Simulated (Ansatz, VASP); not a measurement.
One calculation of Tl, two programs

INCAR

```
ALGO = Normal
EDIFF = 1E-6
ENCUT = 520
ISIF = 2
ISMEAR = 0
LASPH = True
LCHARG = False
LREAL = False
LWAVE = False
NBANDS = 12
NELM = 100
PREC = Accurate
SIGMA = 0.15
```

KPOINTS

```
k-points
0
Gamma
  16 16 16
```

POSCAR

```
Tl
1.0
    0.0000000000      2.3676875837      2.4663412330
    2.4663412330      0.0000000000      2.4663412330
    2.4663412330      2.3676875837      0.0000000000
Tl
1
Direct
    0.0000000000      0.0000000000      0.0000000000
```

Input for Ansatz:

```yaml
crystal:
  lattice:
    - [0.0, 2.3676875837, 2.466341233]
    - [2.466341233, 0.0, 2.466341233]
    - [2.466341233, 2.3676875837, 0.0]
  atoms:
    - { symbol: Tl, position: [0.0, 0.0, 0.0] }
basis:
  ecutwfc: 420
kpoints:
  mp_grid: { grid: [16, 16, 16] }
hamiltonian:
  xc: lda
scf:
  occupations: { method: gaussian, width: 0.15 }
output:
  forces: true
  stress: true
  eigenvalues: true
```

Change from the starting cell: strain -0.0400 x Voigt [0, 1, 0, 0, 0, 0], atoms carried along.

Alike in both runs: task single point; functional LDA; k mesh 16 × 16 × 16; occupations gaussian, width 0.15 eV; no spin polarisation.

```csv
,VASP,Ansatz
version,VASP 6.6.1,Ansatz 0.2.0
potentials or method,"VASP PAW LDA potentials, release 64 (Tl_d), cutoff 520 eV","scalar-relativistic, plane waves, PAW"
valence electrons in the cell,13,13
```

VASP gave:

```
gap on the k mesh at the Fermi level (eV)                     : none
pressure (GPa)                                                : -2.3
traceless stress, the component that is largest in VASP (GPa) : 0.25
```

Problem. Estimate Ansatz's values.

Solution. gap on the k mesh at the Fermi level (eV): none; pressure (GPa): -2.3; traceless stress, the component that is largest in VASP (GPa): 0.23.

LDA's correlation is that of Perdew and Zunger in VASP and of Perdew and Wang (1992) in Ansatz. A gap of «none» marks a metal or a gap that the smearing closes.

Spin-orbit coupling is off throughout.
